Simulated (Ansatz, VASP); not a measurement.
AlCo in VASP and in Ansatz

INCAR

```
SYSTEM = AlCo
  ALGO = Fast
  EDIFF = 1E-6
  EDIFFG = -0.01
  ENCUT = 600
  GGA = PE
  IBRION = 2
  ISIF = 3
  ISMEAR = 0
  ISPIN = 2
  LASPH = .TRUE.
  LCHARG = .FALSE.
  LMAXMIX = 4
  LORBIT = 11
  LREAL = .FALSE.
  LWAVE = .FALSE.
  MAGMOM = 0 0.92
  NELM = 150
  NSW = 100
  PREC = Accurate
  SIGMA = 0.1
```

File KPOINTS:

```
k-points
0
G
  24 24 14
  0 0 0
```

POSCAR

```
AlCo
1.0
    2.7322326872      0.0000000000      0.0000000000
   -1.3661163436      2.3661829162      0.0000000000
    0.0000000000      0.0000000000      3.8154033937
Al Co
1 1
Direct
    0.0000000000      0.0000000000      0.5000000000
    0.6666666667      0.3333333333      0.0000000000
```

Input for Ansatz:

```yaml
crystal:
  lattice:
    - [2.7322326872, 0.0, 0.0]
    - [-1.3661163436, 2.3661829162, 0.0]
    - [0.0, 0.0, 3.8154033937]
  atoms:
    - { symbol: Al, position: [0.0, 0.0, 0.5] }
    - { symbol: Co, position: [0.6666666667, 0.3333333333, 0.0], spin: 0.92 }
basis:
  ecutwfc: 420
kpoints:
  mp_grid: { grid: [24, 24, 14] }
hamiltonian:
  xc: pbe
scf:
  occupations: { method: gaussian, width: 0.1 }
output:
  forces: true
  stress: true
  eigenvalues: true
  populations: true
  write_density: true
  write_potential: true
  elf: true
  volumetric_format: npy
magnetization:
  spin_polarized: true
relax:
  adjacent_minimum: "off"
  f_tol: 0.01
  max_steps: 80
  cell: { stress_tol: 0.05 }
```

Change from the starting cell: species swapped into the LiPt type (P-6m2, No. 187).

Alike in both runs: task relaxation of cell and atoms; functional PBE; k mesh 24 × 24 × 14; occupations gaussian, width 0.1 eV; collinear spin.

|  | VASP | Ansatz |
| --- | --- | --- |
| version | VASP 6.6.1 | Ansatz 0.2.0 |
| potentials or method | VASP PAW PBE potentials, release 64 (Al, Co), cutoff 600 eV | scalar-relativistic, plane waves, PAW |
| valence electrons in the cell | 12 | 20 |

|  | VASP | Ansatz | Ansatz less VASP |
| --- | --- | --- | --- |
| gap on the k mesh at the Fermi level, each at its own relaxed structure (eV) | none | none | - |
| net moment per atom (μB) | 0.32 | 0.33 | +0.006 |
| size of the moment on the site where the two differ most (μB) | 0.70 | 0.73 | +0.026 |
| relaxed volume (Å³/atom) | 12.29 | 12.30 | +0.004 |
| relaxed length of the cell vector where the two differ most in proportion (Å) | 3.789 | 3.796 | +0.0070 |

Site moments also hang on the region over which each program counts them. A gap of «none» marks a metal or a gap that the smearing closes. VASP's potentials hold 12 valence electrons a cell and Ansatz's 20, so a difference there can come from the potentials and not from the codes.
